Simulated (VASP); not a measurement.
# Al (C2/m) in VASP: single point with PBEsol

Aim: the single point of Al with PBEsol.

All numbers are computed with VASP 6.6.1; they aren't measurements. Logs are shortened: lines on timing, memory, paths and dates and some standing lists are left out, and cuts for length are marked.

## Step 1: The cell of the first run

The structure is monoclinic, space group C2/m (No. 12). Conventional cell: a = 4.958 Å, b = 2.862 Å, c = 4.958 Å, α = 90.00°, β = 109.47°, γ = 90.00°. Within 3.7 Å of Al (site symmetry m) lie 12 Al at 2.78 to 2.95 Å.

## Step 2: Single point, PBEsol

The input, INCAR:

```
SYSTEM = Al
PREC = Accurate
ENCUT = 500
EDIFF = 1E-6
ISMEAR = 1
SIGMA = 0.15
LREAL = .FALSE.
LASPH = .TRUE.
NELM = 120
ALGO = Normal
ISIF = 2
LWAVE = .FALSE.
LCHARG = .FALSE.
GGA = PS
NBANDS = 10
GGA_COMPAT = .FALSE.
```

The input, KPOINTS:

```
Automatic mesh
0
Gamma
  18 18 20
  0.5 0.5 0.5
```

The input, POSCAR:

```
Al
1.0
    0.0000000000     -2.0239800000     -2.0239800000
   -2.0239800000      0.0000000000     -2.0239800000
    2.0239800000      2.0239800000     -4.0479600000
Al
2
Direct
    0.5151297705      0.5151297705      0.4999944669
   -0.0151297705     -0.0151297705      0.0000055331
```

Potentials or basis: VASP PAW PBE potentials, release 64 (Al).

Started as:

```bash
> cat potpaw_PBE.64/Al/POTCAR > POTCAR
> mpirun -np 1 vasp_std > vasp.out
```

OUTCAR:

```text
SYSTEM = Al
   PREC = Accurate
   ENCUT = 500
   EDIFF = 1E-6
   ISMEAR = 1
   LREAL = .FALSE.
   LASPH = .TRUE.
   NELM = 120
   ISIF = 2
   GGA = PS

 ion  position               nearest neighbor table
   1  0.515  0.515  0.500-   2 2.78   2 2.82   2 2.82   2 2.91   2 2.91   2 2.95
   2  0.985  0.985  0.000-   1 2.78   1 2.82   1 2.82   1 2.91   1 2.91   1 2.95

  LATTYP: Found a trigonal (rhomboedric) cell.
 ALAT       =     4.9577182496
 COS(alpha) =     0.8333333333

  Lattice vectors:

 A1 = (   2.0239800000,   4.0479600000,  -2.0239800000)
 A2 = (   4.0479600000,   2.0239800000,  -2.0239800000)
 A3 = (   2.0239800000,   2.0239800000,  -4.0479600000)

Analysis of symmetry for initial positions (statically):
=====================================================================
 Subroutine PRICEL returns:
 Original cell was already a primitive cell.

 Routine SETGRP: Setting up the symmetry group for a
 trigonal (rhombohedral) supercell.

 Subroutine GETGRP returns: Found  4 space group operations
 (whereof  2 operations were pure point group operations)
 out of a pool of 12 trial point group operations.

The static configuration has the point symmetry C_1h.
 The point group associated with its full space group is C_2h.

Analysis of symmetry for dynamics (positions and initial velocities):
=====================================================================
 Subroutine PRICEL returns:
 Original cell was already a primitive cell.

 Routine SETGRP: Setting up the symmetry group for a
 trigonal (rhombohedral) supercell.

 Subroutine GETGRP returns: Found  4 space group operations
 (whereof  2 operations were pure point group operations)
 out of a pool of 12 trial point group operations.

The dynamic configuration has the point symmetry C_1h.
 The point group associated with its full space group is C_2h.

 Subroutine INISYM returns: Found  4 space group operations
 (whereof  2 operations are pure point group operations),
 and found     1 'primitive' translations

----------------------------------------------------------------------------------------

                                     Primitive cell

  volume of cell :      33.1649

  direct lattice vectors                    reciprocal lattice vectors
     0.000000000 -2.023980000 -2.023980000     0.123519007 -0.370557021 -0.123519007
    -2.023980000  0.000000000 -2.023980000    -0.370557021  0.123519007 -0.123519007
     2.023980000  2.023980000 -4.047960000     0.123519007  0.123519007 -0.123519007

  length of vectors
     2.862339966  2.862339966  4.957718250     0.409666201  0.409666201  0.213941196

  position of ions in fractional coordinates (direct lattice)
     0.515129771  0.515129771  0.499994467
     0.984870229  0.984870229  0.000005533
[... 111 lines left out ...]
   NUPDOWN=      -1.0000    fix difference up-down
   EMIN   =  10.00;   EMAX   =-10.00  energy-range for DOS
   EFERMI =   0.00;   METHOD = LEGACY
   ISMEAR =     1;   SIGMA  =   0.15  broadening in eV -4-tet -1-fermi 0-gaus
   EFERMI_NEDOS =   21; number of points for ismear=-14 and -15
   IALGO  =     38    algorithm
   IMIX   =      4    mixing-type and parameters
     AMIX     =   0.40;   BMIX     =  1.00
     AMIX_MAG =   1.60;   BMIX_MAG =  1.00
  volume/ion in A,a.u.               =      16.58       111.90
  Fermi-wavevector in a.u.,A,eV,Ry     =   0.925903  1.749704 11.664236  0.857297
  Thomas-Fermi vector in A             =   2.051808
   LORBIT       =      0    0 simple, 1 ext, 2 COOP (PROOUT), +10 PAW based schemes
   GGA     = PS    functional components
   LHFCALC =     F    Hartree Fock is set to
   AEXX    =    0.0000 exact exchange contribution
   IVDW    =     0    specifies the selected vdW correction
   LEPSILON=     F    determine dielectric tensor
   LRPA    =     F    only Hartree local field effects (RPA)
 non-spin polarized calculation
 Methfessel and Paxton  Order N= 1 SIGMA  =   0.15
  energy-cutoff  :      500.00
  volume of cell :       33.16
 maximum number of plane-waves:       859
 NGX is ok and might be reduce to    24
   NGX = 11   NGY = 11   NGZ = 17

 number of electron       6.0000000 magnetization

 Free energy of the ion-electron system (eV)
  ---------------------------------------------------
  ext. energy  EPLUGINS =         0.00000000
  ---------------------------------------------------
  free energy    TOTEN  =        -8.17073341 eV

  energy without entropy =       -8.17083544  energy(sigma->0) =       -8.17076742

 E-fermi :   7.9015     XC(G=0): -10.2381

 val. band max:        7.9010845789   @ k =  -0.4722   0.4167   0.3750
 cond. band min:       7.9042632324   @ k =  -0.4722   0.3056   0.0750
 fundamental gap:      0.0031786535
 Fermi energy:         7.9015112863

 k-point     1 :       0.0278    0.0278    0.0250
  band No.  band energies     occupation
      1      -3.1791      2.00000
      2       3.3086      2.00000
      3       3.5771      2.00000
      4      18.5026      0.00000
      5      18.7330      0.00000
      6      19.6395      0.00000
      7      19.8259      0.00000
      8      20.0656      0.00000
      9      20.2800      0.00000
     10      20.4750      0.00000
[... 287 lines left out ...]
 k-point    24 :       0.3611    0.0833    0.0250
  band No.  band energies     occupation
      1      -0.5373      2.00000
      2       4.3767      2.00000
      3       7.0855      2.00000
      4       8.5958     -0.00000
      5      11.4441      0.00000
      6      13.4625      0.00000
      7      14.0581      0.00000
      8      16.9040      0.00000
      9      19.1725      0.00000
     10      19.3289      0.00000

 [... further k-points ...]

------------------------ aborting loop because EDIFF is reached ----------------------------------------

  FORCE on cell =-STRESS in cart. coord.  units (eV):
  Direction    XX          YY          ZZ          XY          YZ          ZX
  --------------------------------------------------------------------------------------
  -------------------------------------------------------------------------------------
  Total       -0.2954949     -0.2954949     -0.4446241      0.0004005     -0.0818223     -0.0818223
  in kB      -14.2751932    -14.2751932    -21.4795392      0.0193472     -3.9527890     -3.9527890
  external PRESSURE =     -16.6766419 kB  Pullay stress =       0.0000000 kB

 VOLUME and BASIS-vectors are now :
 -----------------------------------------------------------------------------
  energy-cutoff  :      500.00
  volume of cell :       33.16
      direct lattice vectors                 reciprocal lattice vectors
     0.000000000 -2.023980000 -2.023980000     0.123519007 -0.370557021 -0.123519007
    -2.023980000  0.000000000 -2.023980000    -0.370557021  0.123519007 -0.123519007
     2.023980000  2.023980000 -4.047960000     0.123519007  0.123519007 -0.123519007

 POSITION                                       TOTAL-FORCE (eV/Angst)
 -----------------------------------------------------------------------------------
     -0.03063     -0.03063     -4.10918         0.058824      0.058824      0.108619
     -1.99335     -1.99335     -3.98674        -0.058824     -0.058824     -0.108619
 -----------------------------------------------------------------------------------
    total drift:                               -0.000000     -0.000000     -0.000000

  FREE ENERGIE OF THE ION-ELECTRON SYSTEM (eV)
  ---------------------------------------------------
  free  energy   TOTEN  =        -8.1707334093 eV

  energy  without entropy=       -8.1708354383  energy(sigma->0) =       -8.17076742
```

stdout:

```text
POSCAR found type information on POSCAR Al
 POSCAR found :  1 types and       2 ions
 scaLAPACK will be used
 -----------------------------------------------------------------------------
|                                                                             |
|                                                                             |
[... 21 lines left out ...]
|     Results are often still useful ...                                      |
|                                                                             |
 -----------------------------------------------------------------------------

 POSCAR, INCAR and KPOINTS ok, starting setup
 FFT: planning ... GRIDC
 FFT: planning ... GRID_SOFT
 FFT: planning ... GRID
 WAVECAR not read
 entering main loop
```

It took 3.2 min on 1 thread of Oxide Virtual Turin-like, shared host; peak memory 0.47 GiB.

Results:

```yaml
Free_energy: -8.1707 eV
Pressure: -1.7 GPa
Largest_force: 0.137 eV/Å
Band_gap_on_the_k_mesh: zero (bands 3 and 4 overlap by 6.05 eV)
```

Forces on the atoms (eV/Å):
```
Al   0.059  0.059  0.109
Al  -0.059 -0.059 -0.109
```

Caveat: the PAW data sets were made with another functional, which shifts forces and pressure a little.
